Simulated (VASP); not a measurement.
# BeCdS4 (I-4m2) in VASP: single point with PBE

Aim: the single point of BeCdS4 with PBE.

Program: VASP 6.6.1. These are calculated values, not measurements. Logs are shortened: lines on timing, memory, paths and dates and some standing lists are left out, and cuts for length are marked.

### 1 The cell of the first run

It takes space group I-4m2 (No. 119, tetragonal). Conventional cell: a = 8.400 Å, b = 8.400 Å, c = 3.273 Å, α = 90.00°, β = 90.00°, γ = 90.00°. Within 3.1 Å of Be (site symmetry -4m2) lie 8 S at 2.33 Å. Within 4.3 Å of Cd (site symmetry -4m2) lie 2 Cd at 3.27 Å and 16 S at 3.35 to 4.07 Å and 4 Be at 4.28 Å. S (site symmetry 2) has 2 Be at 2.33 Å and 4 S at 2.34 to 3.10 Å within 3.1 Å.

### 2 Single point, PBE

Input file INCAR:

```
  PREC = Accurate
  ENCUT = 520
  EDIFF = 1E-6
  ISMEAR = 0
  SIGMA = 0.2
  LREAL = False
  LASPH = True
  NELM = 60
  ALGO = Normal
  ISIF = 2
  LWAVE = False
  LCHARG = False
  GGA = PE
  NBANDS = 28
```

Input file KPOINTS:

```
Automatic mesh
0
Gamma
  4 4 4
```

Input file POSCAR:

```
BeCdS4
1.0
   -4.2002191103      4.2002191103      1.6364014208
    4.2002191103     -4.2002191103      1.6364014208
    4.2002191103      4.2002191103     -1.6364014208
Be Cd S
1 1 4
Direct
    0.5000000000      0.5000000000      0.0000000000
    0.2500000000      0.7500000000      0.5000000000
    0.8606181466      0.8606181466      0.7212362933
    0.1393818534      0.1393818534      0.2787637067
    0.1393818534      0.8606181466      0.0000000000
    0.8606181466      0.1393818534      0.0000000000
```

Potentials or basis: VASP PAW PBE potentials, release 64 (Be, Cd, S).

Launch:

```
cat potpaw_PBE.64/Be/POTCAR potpaw_PBE.64/Cd/POTCAR potpaw_PBE.64/S/POTCAR > POTCAR
mpirun -np 1 vasp_std > vasp.out
```

OUTCAR:

```text
PREC = Accurate
   ENCUT = 520
   EDIFF = 1E-6
   ISMEAR = 0
   LREAL = False
   LASPH = True
   NELM = 60
   ISIF = 2
   GGA = PE

 ion  position               nearest neighbor table
   1  0.500  0.500  0.000-   3 2.33   4 2.33   4 2.33   3 2.33   6 2.33   5 2.33   6 2.33   5 2.33

   2  0.250  0.750  0.500-
   3  0.861  0.861  0.721-   1 2.33   1 2.33   5 2.34   6 2.34
   4  0.139  0.139  0.279-   1 2.33   1 2.33   6 2.34   5 2.34
   5  0.139  0.861  0.000-   1 2.33   1 2.33   4 2.34   3 2.34
   6  0.861  0.139  0.000-   1 2.33   1 2.33   4 2.34   3 2.34

  LATTYP: Found a body centered tetragonal cell.
 ALAT       =     8.4004382206
 C/A-ratio  =     0.3895990609

  Lattice vectors:

 A1 = (  -4.2002191103,   4.2002191103,   1.6364014208)
 A2 = (   4.2002191103,  -4.2002191103,   1.6364014208)
 A3 = (   4.2002191103,   4.2002191103,  -1.6364014208)

Analysis of symmetry for initial positions (statically):
=====================================================================
 Subroutine PRICEL returns:
 Original cell was already a primitive cell.

 Routine SETGRP: Setting up the symmetry group for a
 body centered tetragonal supercell.

 Subroutine GETGRP returns: Found  8 space group operations
 (whereof  8 operations were pure point group operations)
 out of a pool of 16 trial point group operations.

The static configuration has the point symmetry D_2d.

Analysis of symmetry for dynamics (positions and initial velocities):
=====================================================================
 Subroutine PRICEL returns:
 Original cell was already a primitive cell.

 Routine SETGRP: Setting up the symmetry group for a
 body centered tetragonal supercell.

 Subroutine GETGRP returns: Found  8 space group operations
 (whereof  8 operations were pure point group operations)
 out of a pool of 16 trial point group operations.

The dynamic configuration has the point symmetry D_2d.

 Subroutine INISYM returns: Found  8 space group operations
 (whereof  8 operations are pure point group operations),
 and found     1 'primitive' translations

----------------------------------------------------------------------------------------

                                     Primitive cell

  volume of cell :     115.4765

  direct lattice vectors                    reciprocal lattice vectors
    -4.200219110  4.200219110  1.636401421     0.000000000  0.119041409  0.305548500
     4.200219110 -4.200219110  1.636401421     0.119041409  0.000000000  0.305548500
     4.200219110  4.200219110 -1.636401421     0.119041409  0.119041409  0.000000000

  length of vectors
     6.161289699  6.161289699  6.161289699     0.327918806  0.327918806  0.168349975

  position of ions in fractional coordinates (direct lattice)
     0.500000000  0.500000000  0.000000000
     0.250000000  0.750000000  0.500000000
     0.860618147  0.860618147  0.721236293
     0.139381853  0.139381853  0.278763707
     0.139381853  0.860618147  0.000000000
     0.860618147  0.139381853  0.000000000

  ion indices of the primitive-cell ions
   primitive index   ion index
                 1           1
                 2           2
                 3           3
                 4           4
                 5           5
                 6           6

----------------------------------------------------------------------------------------

 KPOINTS: Automatic mesh

Automatic generation of k-mesh.
 Grid dimensions read from file:
 generate k-points for:    4    4    4

 Generating k-lattice:

  Cartesian coordinates                     Fractional coordinates (reciprocal lattice)
     0.000000000  0.029760352  0.076387125     0.250000000  0.000000000  0.000000000
     0.029760352  0.000000000  0.076387125     0.000000000  0.250000000  0.000000000
     0.029760352  0.029760352  0.000000000     0.000000000  0.000000000  0.250000000

  Length of vectors
     0.081979701  0.081979701  0.042087494

  Shift w.r.t. Gamma in fractional coordinates (k-lattice)
     0.000000000  0.000000000  0.000000000

 Subroutine IBZKPT returns following result:
 ===========================================

 Found     13 irreducible k-points:

 Following reciprocal coordinates:
            Coordinates               Weight
  0.000000  0.000000  0.000000      1.000000
  0.250000  0.000000  0.000000      8.000000
  0.500000  0.000000  0.000000      4.000000
  0.250000  0.250000  0.000000      8.000000
  0.500000  0.250000 -0.000000     16.000000
 -0.250000  0.250000  0.000000      4.000000
  0.500000  0.500000  0.000000      2.000000
  0.250000  0.250000  0.250000      2.000000
 -0.250000  0.250000  0.250000      4.000000
  0.500000  0.500000  0.250000      4.000000
 -0.250000  0.500000  0.250000      8.000000
 -0.250000 -0.250000  0.250000      2.000000
  0.500000  0.500000  0.500000      1.000000
   k-points           NKPTS =     13   k-points in BZ     NKDIM =     13   number of bands    NBANDS=     28
   number of dos      NEDOS =    301   number of ions     NIONS =      6
   total plane-waves  NPLWV = 110592
   dimension x,y,z NGX =    48 NGY =   48 NGZ =   48
   dimension x,y,z NGXF=    96 NGYF=   96 NGZF=   96
   ions per type =               1   1   4
   NGX,Y,Z   is equivalent  to a cutoff of  12.95, 12.95, 12.95 a.u.
   NGXF,Y,Z  is equivalent  to a cutoff of  25.90, 25.90, 25.90 a.u.
 SYSTEM =  unknown system
   PREC   = accura    normal or accurate (medium, high low for compatibility)
   ISTART =      0    job   : 0-new  1-cont  2-samecut
   ICHARG =      2    charge: 1-file 2-atom 10-const
   ISPIN  =      1    spin polarized calculation?
   LNONCOLLINEAR =      F non collinear calculations
   LSORBIT =      F    spin-orbit coupling
   LASPH  =      T    aspherical Exc in radial PAW
   ENCUT  =  520.0 eV  38.22 Ry    6.18 a.u.  11.46 11.46 11.46*2*pi/ulx,y,z
   NELM   =     60;   NELMIN=  2; NELMDL= -5     # of ELM steps
   EDIFF  = 0.1E-05   stopping-criterion for ELM
   LREAL  =      F    real-space projection
   EDIFFG = 0.1E-04   stopping-criterion for IOM
   NSW    =      0    number of steps for IOM
   IBRION =     -1    ionic relax: 0-MD 1-quasi-New 2-CG
   NFREE  =      0    steps in history (QN), initial steepest desc. (CG)
   ISIF   =      2    stress and relaxation
   ISYM   =      2    0-nonsym 1-usesym 2-fastsym
   POTIM  = 0.5000    time-step for ionic-motion
   TEBEG  =    0.0;   TEEND  =   0.0 temperature during run
   PSTRESS=    0.0 pullay stress
   NELECT =      38.0000    total number of electrons
   NUPDOWN=      -1.0000    fix difference up-down
   EMIN   =  10.00;   EMAX   =-10.00  energy-range for DOS
   EFERMI =   0.00;   METHOD = LEGACY
   ISMEAR =     0;   SIGMA  =   0.20  broadening in eV -4-tet -1-fermi 0-gaus
   EFERMI_NEDOS =   21; number of points for ismear=-14 and -15
   IALGO  =     38    algorithm
   IMIX   =      4    mixing-type and parameters
     AMIX     =   0.40;   BMIX     =  1.00
     AMIX_MAG =   1.60;   BMIX_MAG =  1.00
  volume/ion in A,a.u.               =      19.25       129.88
  Fermi-wavevector in a.u.,A,eV,Ry     =   1.130242  2.135848 17.380722  1.277447
  Thomas-Fermi vector in A             =   2.266938
   LORBIT       =      0    0 simple, 1 ext, 2 COOP (PROOUT), +10 PAW based schemes
   GGA     = PE    functional components
   LHFCALC =     F    Hartree Fock is set to
   AEXX    =    0.0000 exact exchange contribution
   IVDW    =     0    specifies the selected vdW correction
   LEPSILON=     F    determine dielectric tensor
   LRPA    =     F    only Hartree local field effects (RPA)
 non-spin polarized calculation
 Gauss-broadening in eV      SIGMA  =   0.20
  energy-cutoff  :      520.00
  volume of cell :      115.48
 maximum number of plane-waves:      3140
 NGX is ok and might be reduce to    48
   NGX = 23   NGY = 23   NGZ = 23

 number of electron      38.0000008 magnetization

 Free energy of the ion-electron system (eV)
  ---------------------------------------------------
  ext. energy  EPLUGINS =         0.00000000
  ---------------------------------------------------
  free energy    TOTEN  =       -19.08036115 eV

  energy without entropy =      -19.04936945  energy(sigma->0) =      -19.06486530

 E-fermi :   4.5055     XC(G=0):  -9.7686

 val. band max:        4.4970087413   @ k =   0.5000   0.5000   0.0000
 cond. band min:       4.5385612987   @ k =   0.5000   0.5000   0.5000
 fundamental gap:      0.0415525573
 Fermi energy:         4.5055311471

 k-point     1 :       0.0000    0.0000    0.0000
  band No.  band energies     occupation
      1     -12.2854      2.00000
      2      -9.1648      2.00000
      3      -9.1648      2.00000
      4      -7.4855      2.00000
      5      -4.0589      2.00000
      6      -3.8023      2.00000
[... 20 lines left out ...]
     27      10.8664      0.00000
     28      10.8664      0.00000

 k-point     2 :       0.2500    0.0000    0.0000
  band No.  band energies     occupation
      1     -11.9057      2.00000
      2      -8.9704      2.00000
      3      -8.9457      2.00000
      4      -6.8247      2.00000
      5      -3.7721      2.00000
      6      -3.7338      2.00000
[... 20 lines left out ...]
     27      10.1204      0.00000
     28      10.6948      0.00000

 k-point     3 :       0.5000    0.0000    0.0000
  band No.  band energies     occupation
      1     -11.4470      2.00000
      2      -8.6979      2.00000
      3      -8.6904      2.00000
      4      -6.0718      2.00000
      5      -3.8636      2.00000
      6      -3.8221      2.00000
[... 20 lines left out ...]
     27      10.3931      0.00000
     28      10.5446      0.00000

 k-point     4 :       0.2500    0.2500    0.0000
  band No.  band energies     occupation
      1     -11.4470      2.00000
      2      -8.6955      2.00000
      3      -8.6926      2.00000
      4      -6.0735      2.00000
      5      -3.8482      2.00000
      6      -3.8372      2.00000
[... 237 lines left out ...]
     27      11.0354      0.00000
     28      11.3898      0.00000

 k-point    12 :      -0.2500   -0.2500    0.2500
  band No.  band energies     occupation
      1     -11.4483      2.00000
      2      -8.6909      2.00000
      3      -8.6909      2.00000
      4      -6.0692      2.00000
      5      -3.8278      2.00000
      6      -3.8278      2.00000
[... 20 lines left out ...]
     27      10.1243      0.00000
     28      10.1761      0.00000

 k-point    13 :       0.5000    0.5000    0.5000
  band No.  band energies     occupation
      1     -11.9677      2.00000
      2      -9.8280      2.00000
      3      -9.8280      2.00000
      4      -5.9556      2.00000
      5      -4.0617      2.00000
      6      -3.7077      2.00000
[... 20 lines left out ...]
     27      10.0061      0.00000
     28      10.0061      0.00000

------------------------ aborting loop because EDIFF is reached ----------------------------------------

  FORCE on cell =-STRESS in cart. coord.  units (eV):
  Direction    XX          YY          ZZ          XY          YZ          ZX
  --------------------------------------------------------------------------------------
  -------------------------------------------------------------------------------------
  Total        0.0420626      0.0420626      0.0728071      0.0000000      0.0000000      0.0000000
  in kB        0.5835973      0.5835973      1.0101612      0.0000000      0.0000000      0.0000000
  external PRESSURE =       0.7257852 kB  Pullay stress =       0.0000000 kB

 VOLUME and BASIS-vectors are now :
 -----------------------------------------------------------------------------
  energy-cutoff  :      520.00
  volume of cell :      115.48
      direct lattice vectors                 reciprocal lattice vectors
    -4.200219110  4.200219110  1.636401421     0.000000000  0.119041409  0.305548500
     4.200219110 -4.200219110  1.636401421     0.119041409  0.000000000  0.305548500
     4.200219110  4.200219110 -1.636401421     0.119041409  0.119041409  0.000000000

 POSITION                                       TOTAL-FORCE (eV/Angst)
 -----------------------------------------------------------------------------------
      0.00000      0.00000      1.63640         0.000000     -0.000000      0.000000
      4.20022      0.00000      0.81820         0.000000     -0.000000      0.000000
      3.02935      3.02935      1.63640         0.055322      0.055322     -0.000000
      1.17087      1.17087      0.00000        -0.055322     -0.055322      0.000000
      3.02935     -3.02935      1.63640         0.055322     -0.055322      0.000000
     -3.02935      3.02935      1.63640        -0.055322      0.055322      0.000000
 -----------------------------------------------------------------------------------
    total drift:                               -0.000000      0.000000      0.000000

  FREE ENERGIE OF THE ION-ELECTRON SYSTEM (eV)
  ---------------------------------------------------
  free  energy   TOTEN  =       -19.0803611461 eV

  energy  without entropy=      -19.0493694532  energy(sigma->0) =      -19.06486530
```

Wall time 29 s (1 thread of Intel Xeon 6975P-C (Granite Rapids), shared host); peak memory 0.33 GiB.

Results:

```
Free energy            : -19.0804 eV
Pressure               : 0.1 GPa
Largest force          : 0.078 eV/Å
Band gap on the k mesh : zero (band 19 reaches 4.97 eV, above the bottom of band 20 at 4.40 eV)
```

Forces on the atoms (eV/Å):
```
Be   0.000  0.000  0.000
Cd   0.000  0.000  0.000
S    0.055  0.055  0.000
S   -0.055 -0.055  0.000
S    0.055 -0.055  0.000
S   -0.055  0.055  0.000
```

Caveat: the k points lie up to 0.52 Å⁻¹ apart.
